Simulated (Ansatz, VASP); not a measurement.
**Two plane-wave programs on GaH6**

Contents of INCAR:

```
SYSTEM = GaH6
  ALGO = Normal
  EDIFF = 1E-7
  EDIFFG = -0.04
  ENCUT = 1230
  GGA = PE
  GGA_COMPAT = .FALSE.
  IBRION = 2
  ISIF = 3
  ISMEAR = 0
  LASPH = .TRUE.
  LCHARG = .FALSE.
  LREAL = .FALSE.
  LWAVE = .FALSE.
  NELM = 120
  NELMIN = 4
  NSW = 90
  PREC = Accurate
  SIGMA = 0.1
```

File KPOINTS:

```
k-points
0
G
  4 4 4
  0 0 0
```

POSCAR

```
GaH6
1.0
    3.9877923600      0.0000000000      0.0000000000
    0.0000000000      3.9877923600      0.0000000000
    0.0000000000      0.0000000000      3.9877923600
Ga H
1 6
Direct
    0.0000000000      0.0000000000      0.0000000000
    0.5000000000      0.5000000000      0.2070000000
    0.5000000000      0.5000000000      0.7930000000
    0.2070000000      0.5000000000      0.5000000000
    0.7930000000      0.5000000000      0.5000000000
    0.5000000000      0.2070000000      0.5000000000
    0.5000000000      0.7930000000      0.5000000000
```

Input for Ansatz:

```yaml
crystal:
  lattice:
    - [3.98779236, 0.0, 0.0]
    - [0.0, 3.98779236, 0.0]
    - [0.0, 0.0, 3.98779236]
  atoms:
    - { symbol: Ga, position: [0.0, 0.0, 0.0] }
    - { symbol: H, position: [0.5, 0.5, 0.207] }
    - { symbol: H, position: [0.5, 0.5, 0.793] }
    - { symbol: H, position: [0.207, 0.5, 0.5] }
    - { symbol: H, position: [0.793, 0.5, 0.5] }
    - { symbol: H, position: [0.5, 0.207, 0.5] }
    - { symbol: H, position: [0.5, 0.793, 0.5] }
basis:
  ecutwfc: 420
kpoints:
  mp_grid: { grid: [4, 4, 4] }
hamiltonian:
  xc: pbe
scf:
  occupations: { method: gaussian, width: 0.1 }
  lower_state_search: "off"
output:
  forces: true
  stress: true
  eigenvalues: true
relax:
  adjacent_minimum: "off"
  f_tol: 0.04
  max_steps: 70
  cell: { stress_tol: 0.4 }
```

Change from the starting cell: species swapped into the ErB6 type (Pm-3m, No. 221).

Alike in both runs: task relaxation of cell and atoms; functional PBE; k mesh 4 × 4 × 4; occupations gaussian, width 0.1 eV; no spin polarisation.

```csv
,VASP,Ansatz
version,VASP 6.6.1,Ansatz 0.2.0
potentials or method,"VASP PAW PBE potentials, release 64 (Ga_d, H_h), cutoff 1230 eV","scalar-relativistic, plane waves, PAW"
valence electrons in the cell,19,19
```

```csv
,VASP,Ansatz,Ansatz less VASP
"gap on the k mesh at the Fermi level, each at its own relaxed structure (eV)",none,none,-
relaxed volume (Å³/atom),16.39,15.71,-0.681
relaxed length of the cell vector where the two differ most in proportion (Å),4.859,4.791,-0.0683
```

A gap of «none» marks a metal or a gap that the smearing closes.

The k mesh is coarse, so the values compare programs but aren't converged. Noted on VASP's run: the volume moved by over 15 % at a fixed basis, so the end points are rough.
